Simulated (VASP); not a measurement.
Runs of VASP 6.6.1 on NaHg3. Symmetry: Fm-3m, No. 225, cubic system. The conventional cell has a = 7.322 Å, b = 7.322 Å, c = 7.322 Å, α = 90.00°, β = 90.00°, γ = 90.00°. Na (site symmetry m-3m) has 14 Hg at 3.17 to 3.66 Å within 4.2 Å. Hg (site symmetry -43m) has 4 Na at 3.17 Å and 10 Hg at 3.17 to 3.66 Å within 4.2 Å. Within 4.2 Å of Hg (site symmetry m-3m) lie 8 Hg at 3.17 Å and 6 Na at 3.66 Å. 

| k mesh | gap on the mesh (eV) | pressure (GPa) |
| --- | --- | --- |
| 3 × 3 × 3 | none | -2.8 |
| 7 × 7 × 7 | none | -3.6 |
| 5 × 5 × 5 | none | (b) |
| 2 × 2 × 2 | none | -3.2 |
| 4 × 4 × 4 | none | (a) |

Alike in all rows: task single point; level LDA; potentials or basis VASP PAW LDA potentials, release 64 (Na_pv, Hg); no spin polarisation; cell as given; cutoff (eV) 520; smearing fermi-dirac 0.1 eV.

Problem. Fill in the values left out.

Solution. (a) -3.3; (b) -3.1.

Caveats: some runs use coarse meshes; spin-orbit coupling is left out, which moves the levels of the heavy elements.

A k mesh can miss the band edges, and the runs leave out spin-orbit coupling on Hg.

A gap of «none» marks levels without a gap at the run's occupations.
